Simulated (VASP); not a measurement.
## GaSb: relaxation of cell and atoms with BLYP+D3(BJ)

Crystal: GaSb.

```
CELL_PARAMETERS angstrom
0.00000 3.05900 3.05900
3.05900 0.00000 3.05900
3.05900 3.05900 0.00000
ATOMIC_POSITIONS crystal
Sb 0.75000 0.75000 0.75000
Ga 0.00000 0.00000 0.00000
```

- Program: VASP 6.6.1
- Task: relaxation of cell and atoms
- Functional: BLYP
- Dispersion: D3(BJ)
- Potentials or basis: VASP PAW PBE potentials, release 64 (Sb, Ga_d)
- Cutoff: 600 eV
- k mesh: 8 × 8 × 8
- Occupations: fermi-dirac, width 0.05 eV
- Spin: no spin polarisation
- Dipole correction: no
- Further INCAR settings: ALGO = Normal; EDIFF = 1e-06; IBRION = 2; EDIFFG = -0.02; NSW = 80; ISIF = 3

The relaxed volume is 28.93 Å³/atom. The relaxed cell is a = 4.342 Å, b = 4.342 Å, c = 4.342 Å, α = 60.00°, β = 60.00°, γ = 60.00° and the space group after relaxing (to 0.05 Å) is F-43m (No. 216). The energy gained by relaxing is 0.5 meV/atom, the ionic steps are 3 and the pressure after relaxing is 0.0 GPa. The band gap on the k mesh is zero (filled and empty bands touch). The dispersion energy per atom is -0.769 eV.

The path:
```
step  energy change (eV)  largest force (eV/Å)  pressure (GPa)  volume (Å³)
   1              0.0000                0.0000            0.51        57.25
   2             -0.0010                0.0000           -0.13        58.01
   3             -0.0010                0.0000           -0.02        57.87
```

Final structure:
```
Sb Ga
1.0
     0.00000    3.06999    3.06999
     3.06999    0.00000    3.06999
     3.06999    3.06999    0.00000
Sb Ga
1 1
Direct
  0.75000 0.75000 0.75000
  0.00000 0.00000 0.00000
```

Levels at points of the mesh, in eV from the Fermi level:
| k point | band 7 | band 8 | band 9 | band 10 | band 11 | band 12 |
| --- | --- | --- | --- | --- | --- | --- |
| (0.00, 0.00, 0.00) | -0.23 | -0.04 | -0.04 | -0.04 | 2.77 | 2.77 |
| (0.50, 0.00, 0.00) | -6.35 | -1.17 | -1.17 | 0.33 | 3.77 | 3.77 |
| (0.50, 0.50, 0.00) | -6.84 | -2.55 | -2.55 | 0.95 | 1.38 | 8.50 |

Wall time 80 s on 1 thread of Intel(R) Xeon(R) Platinum 8559C (Emerald Rapids), on a shared host, peak memory 0.23 GiB.

Caveat: the PAW data sets were made with another functional, which shifts forces and pressure a little; spin-orbit coupling is left out, which moves the levels of the heavy elements; pairwise dispersion overbinds metals, which lowers pressure and volume. Zero-point motion and thermal expansion aren't in these numbers.
